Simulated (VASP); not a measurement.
# WS2 in VASP: further runs

WS2 is run at these levels: PBEsol; tasks: single point.

All numbers are computed with VASP 6.6.1; they aren't measurements. Logs are shortened: lines on timing, memory, paths and dates and some standing lists are left out, and cuts for length are marked.

## (1) The cell of the first run

The cell holds a slab with vacuum, 3 atoms: a = 3.146 Å, b = 3.146 Å, c = 16.953 Å, α = 90.00°, β = 90.00°, γ = 120.00°.

## (2) Single point, PBEsol (atom 1 (W) moved -0.060 Å along Cartesian [1 -1 0])

INCAR reads:

```
SYSTEM = WS2
PREC = Accurate
ENCUT = 520
EDIFF = 1E-7
ISMEAR = 0
SIGMA = 0.05
LREAL = .FALSE.
LASPH = .TRUE.
NELM = 100
ALGO = Normal
ISIF = 2
LWAVE = .FALSE.
LCHARG = .FALSE.
GGA = PS
NBANDS = 20
```

KPOINTS reads:

```
regular mesh
0
G
  12 12 2
  0 0 0
```

POSCAR reads:

```
WS2
1.0
    3.1457762098      0.0000000000      0.0000000000
   -1.5728881049      2.7243221123      0.0000000000
    0.0000000000      0.0000000000     16.9534209708
W S
1 2
Direct
    0.3276331474      0.6822398644      0.0000000000
    0.6666666667      0.3333333333      0.9075761480
    0.6666666667      0.3333333333      0.0924238520
```

Potentials or basis: VASP PAW PBE potentials, release 64 (W_sv, S).

On the command line:

```bash
> cat potpaw_PBE.64/W_sv/POTCAR potpaw_PBE.64/S/POTCAR > POTCAR
> mpirun -np 1 vasp_std > vasp.out
```

OUTCAR:

```text
SYSTEM = WS2
   PREC = Accurate
   ENCUT = 520
   EDIFF = 1E-7
   ISMEAR = 0
   LREAL = .FALSE.
   LASPH = .TRUE.
   NELM = 100
   ISIF = 2
   GGA = PS

 ion  position               nearest neighbor table
   1  0.328  0.682  0.000-   2 2.37   3 2.37   2 2.39   3 2.39   2 2.44   3 2.44
   2  0.667  0.333  0.908-   1 2.37   1 2.39   1 2.44
   3  0.667  0.333  0.092-   1 2.37   1 2.39   1 2.44

  LATTYP: Found a hexagonal cell.
 ALAT       =     3.1457762098
 C/A-ratio  =     5.3892647919

  Lattice vectors:

 A1 = (   3.1457762098,   0.0000000000,   0.0000000000)
 A2 = (  -1.5728881049,   2.7243221123,   0.0000000000)
 A3 = (   0.0000000000,   0.0000000000,  16.9534209708)

Analysis of symmetry for initial positions (statically):
=====================================================================
 Subroutine PRICEL returns:
 Original cell was already a primitive cell.

 Routine SETGRP: Setting up the symmetry group for a
 hexagonal supercell.

 Subroutine GETGRP returns: Found  2 space group operations
 (whereof  2 operations were pure point group operations)
 out of a pool of 24 trial point group operations.

The static configuration has the point symmetry C_1h.

Analysis of symmetry for dynamics (positions and initial velocities):
=====================================================================
 Subroutine PRICEL returns:
 Original cell was already a primitive cell.

 Routine SETGRP: Setting up the symmetry group for a
 hexagonal supercell.

 Subroutine GETGRP returns: Found  2 space group operations
 (whereof  2 operations were pure point group operations)
 out of a pool of 24 trial point group operations.

The dynamic configuration has the point symmetry C_1h.

 Subroutine INISYM returns: Found  2 space group operations
 (whereof  2 operations are pure point group operations),
 and found     1 'primitive' translations

----------------------------------------------------------------------------------------

                                     Primitive cell

  volume of cell :     145.2926

  direct lattice vectors                    reciprocal lattice vectors
     3.145776210  0.000000000  0.000000000     0.317886567  0.183531895  0.000000000
    -1.572888105  2.724322112  0.000000000     0.000000000  0.367063790  0.000000000
     0.000000000  0.000000000 16.953420971     0.000000000  0.000000000  0.058985145

  length of vectors
     3.145776210  3.145776210 16.953420971     0.367063790  0.367063790  0.058985145

  position of ions in fractional coordinates (direct lattice)
     0.327633147  0.682239864  0.000000000
     0.666666667  0.333333333  0.907576148
     0.666666667  0.333333333  0.092423852

  ion indices of the primitive-cell ions
   primitive index   ion index
                 1           1
                 2           2
                 3           3

----------------------------------------------------------------------------------------

 KPOINTS: regular mesh

Automatic generation of k-mesh.
 Grid dimensions read from file:
 generate k-points for:   12   12    2

 Generating k-lattice:

  Cartesian coordinates                     Fractional coordinates (reciprocal lattice)
     0.026490547  0.015294325  0.000000000     0.083333333  0.000000000  0.000000000
     0.000000000  0.030588649  0.000000000     0.000000000  0.083333333  0.000000000
     0.000000000  0.000000000  0.029492573     0.000000000  0.000000000  0.500000000

  Length of vectors
     0.030588649  0.030588649  0.029492573

  Shift w.r.t. Gamma in fractional coordinates (k-lattice)
     0.000000000  0.000000000  0.000000000

 Subroutine IBZKPT returns following result:
 ===========================================

 Found    148 irreducible k-points:

 Following reciprocal coordinates:
            Coordinates               Weight
  0.000000  0.000000  0.000000      1.000000
  0.083333  0.000000  0.000000      2.000000
  0.000000  0.083333  0.000000      2.000000
 -0.083333  0.083333  0.000000      2.000000
  0.166667 -0.000000  0.000000      2.000000
  0.000000  0.166667  0.000000      2.000000
[... 16 lines left out ...]
  0.166667  0.083333  0.000000      2.000000
 -0.083333  0.250000  0.000000      2.000000
 [... further k-points ...]
   k-points           NKPTS =    148   k-points in BZ     NKDIM =    148   number of bands    NBANDS=     20
   number of dos      NEDOS =    301   number of ions     NIONS =      3
   total plane-waves  NPLWV =  72576
   dimension x,y,z NGX =    24 NGY =   24 NGZ =  126
   dimension x,y,z NGXF=    48 NGYF=   48 NGZF=  252
   ions per type =               1   2
   NGX,Y,Z   is equivalent  to a cutoff of  12.68, 12.68, 12.36 a.u.
   NGXF,Y,Z  is equivalent  to a cutoff of  25.37, 25.37, 24.71 a.u.
 SYSTEM =  WS2
   PREC   = accura    normal or accurate (medium, high low for compatibility)
   ISTART =      0    job   : 0-new  1-cont  2-samecut
   ICHARG =      2    charge: 1-file 2-atom 10-const
   ISPIN  =      1    spin polarized calculation?
   LNONCOLLINEAR =      F non collinear calculations
   LSORBIT =      F    spin-orbit coupling
   LASPH  =      T    aspherical Exc in radial PAW
   ENCUT  =  520.0 eV  38.22 Ry    6.18 a.u.   5.85  5.85 31.52*2*pi/ulx,y,z
   NELM   =    100;   NELMIN=  2; NELMDL= -5     # of ELM steps
   EDIFF  = 0.1E-06   stopping-criterion for ELM
   LREAL  =      F    real-space projection
   EDIFFG = 0.1E-05   stopping-criterion for IOM
   NSW    =      0    number of steps for IOM
   IBRION =     -1    ionic relax: 0-MD 1-quasi-New 2-CG
   NFREE  =      0    steps in history (QN), initial steepest desc. (CG)
   ISIF   =      2    stress and relaxation
   ISYM   =      2    0-nonsym 1-usesym 2-fastsym
   POTIM  = 0.5000    time-step for ionic-motion
   TEBEG  =    0.0;   TEEND  =   0.0 temperature during run
   PSTRESS=    0.0 pullay stress
   NELECT =      26.0000    total number of electrons
   NUPDOWN=      -1.0000    fix difference up-down
   EMIN   =  10.00;   EMAX   =-10.00  energy-range for DOS
   EFERMI =   0.00;   METHOD = LEGACY
   ISMEAR =     0;   SIGMA  =   0.05  broadening in eV -4-tet -1-fermi 0-gaus
   EFERMI_NEDOS =   21; number of points for ismear=-14 and -15
   IALGO  =     38    algorithm
   IMIX   =      4    mixing-type and parameters
     AMIX     =   0.40;   BMIX     =  1.00
     AMIX_MAG =   1.60;   BMIX_MAG =  1.00
  volume/ion in A,a.u.               =      48.43       326.83
  Fermi-wavevector in a.u.,A,eV,Ry     =   0.922539  1.743346 11.579622  0.851078
  Thomas-Fermi vector in A             =   2.048077
   LORBIT       =      0    0 simple, 1 ext, 2 COOP (PROOUT), +10 PAW based schemes
   GGA     = PS    functional components
   LHFCALC =     F    Hartree Fock is set to
   AEXX    =    0.0000 exact exchange contribution
   IVDW    =     0    specifies the selected vdW correction
   LEPSILON=     F    determine dielectric tensor
   LRPA    =     F    only Hartree local field effects (RPA)
 non-spin polarized calculation
 Gauss-broadening in eV      SIGMA  =   0.05
  energy-cutoff  :      520.00
  volume of cell :      145.29
 maximum number of plane-waves:      3942
   NGX = 11   NGY = 11   NGZ = 63

 number of electron      25.9999998 magnetization

 Free energy of the ion-electron system (eV)
  ---------------------------------------------------
  ext. energy  EPLUGINS =         0.00000000
  ---------------------------------------------------
  free energy    TOTEN  =       -25.20957017 eV

  energy without entropy =      -25.20957017  energy(sigma->0) =      -25.20957017

 E-fermi :  -0.7014     XC(G=0):  -4.6003

 val. band max:       -1.1377336953   @ k =   0.3333   0.3333   0.0000
 cond. band min:       0.7990367840   @ k =   0.3333   0.3333   0.0000
 fundamental gap:      1.9367704793
 Fermi energy:        -0.7014307987

 k-point     1 :       0.0000    0.0000    0.0000
  band No.  band energies     occupation
      1     -75.0503      2.00000
      2     -39.3321      2.00000
      3     -39.1421      2.00000
      4     -39.1273      2.00000
      5     -16.0382      2.00000
      6     -14.3441      2.00000
[... 12 lines left out ...]
     19       4.4023      0.00000
     20       4.5395      0.00000

 k-point     2 :       0.0833    0.0000    0.0000
  band No.  band energies     occupation
      1     -75.0490      2.00000
      2     -39.3273      2.00000
      3     -39.1651      2.00000
      4     -39.1365      2.00000
      5     -15.9163      2.00000
      6     -14.3006      2.00000
[... 12 lines left out ...]
     19       4.5438      0.00000
     20       4.9580      0.00000

 k-point     3 :       0.0000    0.0833    0.0000
  band No.  band energies     occupation
      1     -75.0490      2.00000
      2     -39.3273      2.00000
      3     -39.1671      2.00000
      4     -39.1347      2.00000
      5     -15.9153      2.00000
      6     -14.3020      2.00000
[... 12 lines left out ...]
     19       4.5448      0.00000
     20       4.9516      0.00000

 k-point     4 :      -0.0833    0.0833    0.0000
  band No.  band energies     occupation
      1     -75.0490      2.00000
      2     -39.3275      2.00000
      3     -39.1538      2.00000
      4     -39.1474      2.00000
      5     -15.9195      2.00000
      6     -14.2963      2.00000
[... 12 lines left out ...]
     19       4.5407      0.00000
     20       4.9645      0.00000

 k-point     5 :       0.1667   -0.0000    0.0000
  band No.  band energies     occupation
      1     -75.0453      2.00000
      2     -39.3143      2.00000
      3     -39.2350      2.00000
      4     -39.1542      2.00000
      5     -15.5686      2.00000
      6     -14.1769      2.00000
[... 12 lines left out ...]
     19       4.9513      0.00000
     20       5.7960      0.00000
[... 353 lines left out ...]
      6     -14.2112      2.00000
[... 12 lines left out ...]
     19       4.8159      0.00000
     20       5.6286      0.00000

 k-point    22 :      -0.1667    0.0833    0.0000
  band No.  band energies     occupation
      1     -75.0465      2.00000
      2     -39.3187      2.00000
      3     -39.2029      2.00000
      4     -39.1578      2.00000
      5     -15.6884      2.00000
      6     -14.2071      2.00000
[... 12 lines left out ...]
     19       4.8125      0.00000
     20       5.6371      0.00000

 k-point    23 :       0.1667    0.0833    0.0000
  band No.  band energies     occupation
      1     -75.0421      2.00000
      2     -39.3027      2.00000
      3     -39.2958      2.00000
      4     -39.1696      2.00000
      5     -15.2398      2.00000
      6     -14.0737      2.00000
[... 12 lines left out ...]
     19       5.3549      0.00000
     20       6.2631      0.00000

 k-point    24 :      -0.0833    0.2500    0.0000
  band No.  band energies     occupation
      1     -75.0422      2.00000
      2     -39.3031      2.00000
      3     -39.2894      2.00000
      4     -39.1749      2.00000
      5     -15.2494      2.00000
      6     -14.0594      2.00000
[... 12 lines left out ...]
     19       5.3381      0.00000
     20       6.2712      0.00000

 [... further k-points ...]
[... 5 lines left out ...]
  --------------------------------------------------------------------------------------
  -------------------------------------------------------------------------------------
  Total       -0.2235135      0.4048062      0.1829364      0.3206180      0.0000000      0.0000000
  in kB       -2.4647379      4.4638965      2.0172846      3.5355329      0.0000000      0.0000000
  external PRESSURE =       1.3388144 kB  Pullay stress =       0.0000000 kB

 VOLUME and BASIS-vectors are now :
 -----------------------------------------------------------------------------
  energy-cutoff  :      520.00
  volume of cell :      145.29
      direct lattice vectors                 reciprocal lattice vectors
     3.145776210  0.000000000  0.000000000     0.317886567  0.183531895  0.000000000
    -1.572888105  2.724322112  0.000000000     0.000000000  0.367063790  0.000000000
     0.000000000  0.000000000 16.953420971     0.000000000  0.000000000  0.058985145

 POSITION                                       TOTAL-FORCE (eV/Angst)
 -----------------------------------------------------------------------------------
     -0.04243      1.85864      0.00000         0.916273     -0.935654      0.000000
      1.57289      0.90811     15.38652        -0.458137      0.467827     -0.067379
      1.57289      0.90811      1.56690        -0.458137      0.467827      0.067379
 -----------------------------------------------------------------------------------
    total drift:                               -0.000062     -0.000067     -0.000000

  FREE ENERGIE OF THE ION-ELECTRON SYSTEM (eV)
  ---------------------------------------------------
  free  energy   TOTEN  =       -25.2095701677 eV

  energy  without entropy=      -25.2095701677  energy(sigma->0) =      -25.20957017
```

Wall time 5.9 min (1 thread of Intel Xeon 6975P-C (Granite Rapids), shared host); peak memory 0.53 GiB.

Results:

| Item | Value |
| --- | --- |
| Free energy | -25.2096 eV |
| Largest force | 1.310 eV/Å |
| Band gap on the k mesh | 1.94 eV |

Forces on the atoms (eV/Å):
```
W    0.916 -0.936  0.000
S   -0.458  0.468 -0.067
S   -0.458  0.468  0.067
```

Levels at points of the mesh, in eV from the valence-band top:
| k point | band 9 | band 10 | band 11 | band 12 | band 13 | band 14 | band 15 | band 16 | band 17 | band 18 |
| --- | --- | --- | --- | --- | --- | --- | --- | --- | --- | --- |
| (0.00, 0.00, 0.00) | -2.79 | -2.22 | -1.85 | -1.27 | -0.15 | 2.65 | 3.00 | 3.26 | 3.31 | 5.09 |
| (0.50, 0.00, 0.00) | -4.52 | -3.41 | -2.23 | -1.34 | -0.84 | 2.98 | 3.43 | 3.98 | 4.97 | 5.18 |
| (0.00, 0.50, 0.00) | -4.48 | -3.36 | -2.28 | -1.29 | -0.93 | 2.96 | 3.44 | 4.12 | 4.91 | 5.19 |
| (0.50, 0.50, 0.00) | -4.61 | -3.56 | -2.09 | -1.24 | -0.84 | 3.04 | 3.40 | 3.88 | 4.92 | 5.14 |
| (0.00, 0.00, 0.50) | -2.79 | -2.22 | -1.85 | -1.27 | -0.15 | 2.65 | 3.00 | 3.26 | 3.31 | 5.17 |
| (0.50, 0.00, 0.50) | -4.52 | -3.41 | -2.23 | -1.34 | -0.84 | 2.98 | 3.43 | 3.98 | 4.97 | 5.18 |
| (0.00, 0.50, 0.50) | -4.48 | -3.36 | -2.28 | -1.29 | -0.93 | 2.96 | 3.44 | 4.12 | 4.91 | 5.19 |
| (0.50, 0.50, 0.50) | -4.61 | -3.56 | -2.09 | -1.24 | -0.84 | 3.04 | 3.40 | 3.88 | 4.92 | 5.14 |

Caveat: the cell differs from its parent crystal (atom 1 (W) moved -0.060 Å along Cartesian [1 -1 0]); there is no dipole correction, which matters where the two faces differ; the PAW data sets were made with another functional, which shifts forces and pressure a little; spin-orbit coupling is left out, which moves the levels of the heavy elements.

## (3) Single point, PBEsol (atom 1 (W) moved +0.120 Å along Cartesian [1 -1 0])

INCAR reads:

```
PREC = Accurate
ENCUT = 520
EDIFF = 1E-7
ISMEAR = 0
SIGMA = 0.05
LREAL = F
LASPH = T
NELM = 80
ALGO = Normal
ISIF = 2
LWAVE = F
LCHARG = F
GGA = PS
NBANDS = 20
```

KPOINTS reads:

```
regular mesh
0
Gamma
  12 12 2
```

POSCAR, as its differences from that of step 2:

```diff
@@ -8,3 +8,3 @@
 Direct
-    0.3276331474      0.6822398644      0.0000000000
+    0.3447337053      0.6355202713      0.0000000000
     0.6666666667      0.3333333333      0.9075761480
```

Potentials or basis: VASP PAW PBE potentials, release 64 (W_sv, S).

On the command line:

```bash
> cat potpaw_PBE.64/W_sv/POTCAR potpaw_PBE.64/S/POTCAR > POTCAR
> mpirun -np 1 vasp_std > vasp.out
```

It took 13 min on 1 thread of Oxide Virtual Turin-like, shared host; peak memory 0.5 GiB.

It converged, with:

```
Free energy            : -25.0885 eV
Largest force          : 2.681 eV/Å
Band gap on the k mesh : 1.84 eV (least direct gap 1.92 eV)
```

Forces on the atoms (eV/Å):
```
W   -1.934  1.856  0.000
S    0.967 -0.928 -0.217
S    0.967 -0.928  0.217
```

Levels at points of the mesh, in eV from the valence-band top:
| k point | band 11 | band 12 | band 13 | band 14 | band 15 | band 16 |
| --- | --- | --- | --- | --- | --- | --- |
| (0.00, 0.00, 0.00) | -1.99 | -1.01 | -0.19 | 2.29 | 2.73 | 3.37 |
| (0.50, 0.00, 0.00) | -2.15 | -1.55 | -0.56 | 2.97 | 3.41 | 3.54 |
| (0.00, 0.50, 0.00) | -2.05 | -1.44 | -0.61 | 3.02 | 3.38 | 3.58 |
| (0.50, 0.50, 0.00) | -2.46 | -1.33 | -1.06 | 2.87 | 3.43 | 4.34 |
| (0.00, 0.00, 0.50) | -1.99 | -1.01 | -0.19 | 2.29 | 2.73 | 3.37 |
| (0.50, 0.00, 0.50) | -2.15 | -1.55 | -0.56 | 2.97 | 3.41 | 3.54 |
| (0.00, 0.50, 0.50) | -2.05 | -1.44 | -0.61 | 3.02 | 3.38 | 3.58 |
| (0.50, 0.50, 0.50) | -2.46 | -1.33 | -1.06 | 2.87 | 3.43 | 4.34 |

Caveat: the cell differs from its parent crystal (atom 1 (W) moved +0.120 Å along Cartesian [1 -1 0]); there is no dipole correction, which matters where the two faces differ; the PAW data sets were made with another functional, which shifts forces and pressure a little; spin-orbit coupling is left out, which moves the levels of the heavy elements.
